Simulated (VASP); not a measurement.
# Fe (Im-3m) in VASP: further runs, part 2 of 2

VASP 6.6.1. Earlier steps stand in the parts before.

### Step 3. Single point, PBE+D3(BJ), collinear spin, ferromagnetic start

INCAR

```
SYSTEM = Fe
PREC = Accurate ; ENCUT = 520
EDIFF = 1E-6 ; ISMEAR = -1
SIGMA = 0.15 ; LREAL = .FALSE.
LASPH = .TRUE. ; NELM = 150
ALGO = Normal ; ISIF = 2
LWAVE = .FALSE. ; LCHARG = .TRUE.
ISPIN = 2 ; MAGMOM = 0.82
LORBIT = 11 ; NUPDOWN = 0.7
LMAXMIX = 4 ; GGA = PE
IVDW = 12 ; LELF = .TRUE.
LVHAR = .TRUE. ; NBANDS = 14
```

KPOINTS

```
regular mesh
0
G
  9 9 9
  0 0 0
```

POSCAR

```
Fe
1.0
   -1.4430000000      1.4430000000      1.4430000000
    1.4430000000     -1.4430000000      1.4430000000
    1.4430000000      1.4430000000     -1.4430000000
Fe
1
Direct
    0.0000000000      0.0000000000      0.0000000000
```

Potentials or basis: VASP PAW PBE potentials, release 64 (Fe).

Launch:

```
> cat potpaw_PBE.64/Fe/POTCAR > POTCAR
> mpirun -np 1 vasp_std > vasp.out
```

OUTCAR:

```text
SYSTEM = Fe
   PREC = Accurate
   ENCUT = 520
   EDIFF = 1E-6
   ISMEAR = -1
   LREAL = .FALSE.
   LASPH = .TRUE.
   NELM = 150
   ISIF = 2
   ISPIN = 2
   LORBIT = 11
   NUPDOWN = 0.7
   GGA = PE
   IVDW = 12
 IVDW          = 12

 ion  position               nearest neighbor table
   1  0.000  0.000  0.000-

  LATTYP: Found a body centered cubic cell.
 ALAT       =     2.8860000000

  Lattice vectors:

 A1 = (  -1.4430000000,   1.4430000000,   1.4430000000)
 A2 = (   1.4430000000,  -1.4430000000,   1.4430000000)
 A3 = (   1.4430000000,   1.4430000000,  -1.4430000000)

Analysis of symmetry for initial positions (statically):
=====================================================================
 Subroutine PRICEL returns:
 Original cell was already a primitive cell.

 Routine SETGRP: Setting up the symmetry group for a
 body centered cubic supercell.

 Subroutine GETGRP returns: Found 48 space group operations
 (whereof 48 operations were pure point group operations)
 out of a pool of 48 trial point group operations.

[... 606 lines left out ...]
     11      34.5504      0.00000
     12      36.7325      0.00000
     13      36.7325      0.00000
     14      36.7417      0.00000
[... 379 lines left out ...]
      3       3.6683      1.00000
      4       5.4210      0.75618
      5       6.4393      0.00348
      6       9.5252      0.00000
      7      13.0221      0.00000
      8      18.5163      0.00000
      9      25.0684      0.00000
     10      30.3761      0.00000
     11      31.5015      0.00000
     12      36.6197      0.00000
     13      39.3693      0.00000
     14      50.5406      0.00000

 [... further k-points ...]

------------------------ aborting loop because EDIFF is reached ----------------------------------------

 Edisp (eV)   -0.33713

 E8    (eV) :    -0.1504

  FORCE on cell =-STRESS in cart. coord.  units (eV):
  Direction    XX          YY          ZZ          XY          YZ          ZX
  --------------------------------------------------------------------------------------
  -------------------------------------------------------------------------------------
  Total      -2.07951    -2.07951    -2.07951     0.00000    -0.00000     0.00000
  in kB    -277.21291  -277.21291  -277.21291     0.00000    -0.00000     0.00000
  external pressure =     -277.21 kB  Pullay stress =        0.00 kB

 VOLUME and BASIS-vectors are now :
 -----------------------------------------------------------------------------
  energy-cutoff  :      520.00
  volume of cell :       12.02
      direct lattice vectors                 reciprocal lattice vectors
    -1.443000000  1.443000000  1.443000000     0.000000000  0.346500347  0.346500347
     1.443000000 -1.443000000  1.443000000     0.346500347  0.000000000  0.346500347
     1.443000000  1.443000000 -1.443000000     0.346500347  0.346500347  0.000000000

 POSITION                                       TOTAL-FORCE (eV/Angst)
 -----------------------------------------------------------------------------------
      0.00000      0.00000      0.00000        -0.000000     -0.000000      0.000000
 -----------------------------------------------------------------------------------
    total drift:                                0.000000     -0.000000      0.000000

  FREE ENERGIE OF THE ION-ELECTRON SYSTEM (eV)
  ---------------------------------------------------
  free  energy   TOTEN  =        -8.1853972371 eV

  energy  without entropy=       -7.9676877148  energy(sigma->0) =       -8.07654248

 total charge

# of ion       s       p       d       tot
------------------------------------------
    1        0.456   0.481   6.216   7.153

 magnetization (x)

# of ion       s       p       d       tot
------------------------------------------
    1       -0.008  -0.041   0.768   0.719
```

OSZICAR:

```text
N       E                     dE             d eps       ncg     rms          rms(c)
DAV:   1     0.221639479882E+02    0.22164E+02   -0.39300E+03  2120   0.684E+02
DAV:   2    -0.830839071763E+01   -0.30472E+02   -0.28480E+02  2134   0.129E+02
DAV:   3    -0.928521684356E+01   -0.97683E+00   -0.95890E+00  2376   0.237E+01
DAV:   4    -0.928863007011E+01   -0.34132E-02   -0.34127E-02  2302   0.129E+00
DAV:   5    -0.928864780108E+01   -0.17731E-04   -0.17731E-04  2386   0.973E-02    0.106E+01
DAV:   6    -0.803630492996E+01    0.12523E+01   -0.12937E+01  2458   0.408E+01    0.399E+00
DAV:   7    -0.786391532430E+01    0.17239E+00   -0.12280E+00  2428   0.118E+01    0.149E+00
DAV:   8    -0.785324526142E+01    0.10670E-01   -0.15384E-02  2484   0.902E-01    0.667E-01
DAV:   9    -0.784908256116E+01    0.41627E-02   -0.29763E-03  2894   0.323E-01    0.209E-01
DAV:  10    -0.784825801278E+01    0.82455E-03   -0.43831E-04  2350   0.158E-01    0.496E-02
DAV:  11    -0.784826911330E+01   -0.11101E-04   -0.36386E-05  2470   0.558E-02    0.273E-02
DAV:  12    -0.784826938052E+01   -0.26722E-06   -0.12350E-06  2170   0.118E-02
   1 F= -.81853972E+01 E0= -.80765425E+01  d E =-.217710E+00  mag=     0.7000
```

Wall time 7.7 s (1 thread of AMD EPYC 9R45 (Zen 5), shared host); peak memory 0.11 GiB.

What came out:

```
Free energy                                           : -8.1854 eV
Pressure                                              : -27.7 GPa
Net moment                                            : 0.70 μB per cell
Site moments                                          : Fe +0.72 μB
Valence electrons inside the program's atomic spheres : Fe 7.15
Dispersion energy per atom                            : -0.337 eV
```

Caveat: three body term missing; the total moment is fixed, so each spin has its own Fermi level.

### Step 4. Single point, PBE+D3(BJ), collinear spin, ferromagnetic start

INCAR

```
SYSTEM = Fe
PREC     = Accurate       ! precision mode
ENCUT    = 520            ! plane-wave cutoff, eV
EDIFF    = 1E-6           ! SCF threshold, eV
ISMEAR   = -1             ! smearing method
SIGMA    = 0.15           ! smearing width, eV
LREAL    = .False.        ! projectors in reciprocal space
LASPH    = .True.         ! aspherical terms in the spheres
NELM     = 150            ! most SCF steps
ALGO     = Normal         ! electronic algorithm
ISIF     = 2              ! what is computed and relaxed
LWAVE    = .False.        ! write WAVECAR
LCHARG   = .False.        ! write CHGCAR
ISPIN    = 2              ! spin polarisation
MAGMOM   = 1.61           ! initial moments
LORBIT   = 11             ! projections on sites
NUPDOWN  = 1.4            ! fixed moment
LMAXMIX  = 4              ! l up to which the mixer works
GGA      = PE             ! functional
IVDW     = 12             ! dispersion correction
NBANDS   = 14             ! bands
```

KPOINTS

```
regular mesh
0
Gamma
  9 9 9
  0 0 0
```

POSCAR is that of step 3.

Launch:

```
> cat potpaw_PBE.64/Fe/POTCAR > POTCAR
> mpirun -np 1 vasp_std > vasp.out
```

Run time: 7.3 s. Hardware: 1 thread of AMD EPYC 9R45 (Zen 5), shared host; peak memory 0.11 GiB.

It converged, with:

| Item | Value |
| --- | --- |
| Free energy | -8.4028 eV |
| Pressure | -24.1 GPa |
| Net moment | 1.40 μB per cell |
| Site moments | Fe +1.42 μB |
| Valence electrons inside the program's atomic spheres | Fe 7.15 |
| Dispersion energy per atom | -0.337 eV |

Caveat: three body term missing; the total moment is fixed, so each spin has its own Fermi level.

### Step 5. Single point, PBE+D3(BJ), collinear spin, ferromagnetic start

INCAR

```
  PREC = Accurate
  ENCUT = 520
  EDIFF = 1E-6
  ISMEAR = -1
  SIGMA = 0.15
  LREAL = F
  LASPH = T
  NELM = 150
  ALGO = Normal
  ISIF = 2
  LWAVE = F
  LCHARG = F
  ISPIN = 2
  MAGMOM = 2.38
  LORBIT = 11
  NUPDOWN = 2.1
  LMAXMIX = 4
  GGA = PE
  IVDW = 12
  NBANDS = 14
```

KPOINTS

```
regular mesh
0
Gamma
  9 9 9
```

POSCAR is that of step 4.

Launch:

```
> cat potpaw_PBE.64/Fe/POTCAR > POTCAR
> mpirun -np 1 vasp_std > vasp.out
```

It took 7.8 s on 1 thread of AMD EPYC 9R45 (Zen 5), shared host; peak memory 0.11 GiB.

Results (log left out):

- Free energy: -8.5881 eV
- Pressure: -16.7 GPa
- Net moment: 2.10 μB per cell
- Site moments: Fe +2.11 μB
- Valence electrons inside the program's atomic spheres: Fe 7.16
- Dispersion energy per atom: -0.337 eV

Caveat: three body term missing; the total moment is fixed, so each spin has its own Fermi level.

### Step 6. Overview

```tsv
spin	fixed moment (μB)	pressure (GPa)	moment (μB)
collinear, zero start	0.0	-28.9	0.00
collinear, ferromagnetic start	0.7	-27.7	0.70
collinear, ferromagnetic start	1.4	-24.1	1.40
collinear, ferromagnetic start	2.1	-16.7	2.10
```

Alike in all rows: task single point; level PBE+D3(BJ); potentials or basis VASP PAW PBE potentials, release 64 (Fe); cell as given; k mesh 9 × 9 × 9; cutoff (eV) 520; smearing fermi-dirac 0.15 eV.

Caveats: three body term missing; the total moment is fixed, so each spin has its own Fermi level.

Absolute energies hang on the potentials; compare differences alone.
